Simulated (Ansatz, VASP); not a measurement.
**One calculation of Ti, two programs**

```
Ti
1.0
     2.68007    0.00000    0.00000
     0.00000    2.68007    0.00000
     0.00000    0.00000    2.64046
Ti
1
Direct
  0.00000 0.00000 0.00000
```

Change from the starting cell: x and y stretched by +1.5 %, z held.

Alike in both runs: task single point; functional PBE; k mesh 15 × 15 × 15; occupations fermi-dirac, width 0.05 eV; no spin polarisation.

```csv
,VASP,Ansatz
version,VASP 6.6.1,Ansatz 0.2.0
potentials or method,"VASP PAW PBE potentials, release 64 (Ti_sv), cutoff 520 eV","all-electron LAPW, scalar-relativistic"
```

```tsv
	VASP	Ansatz	Ansatz less VASP
pressure (GPa)	-2.3	-2.2	+0.12
traceless stress, the component that is largest in VASP (GPa)	-0.22	-0.24	-0.022
```

Ansatz ran all-electron here, and VASP with PAW potentials.
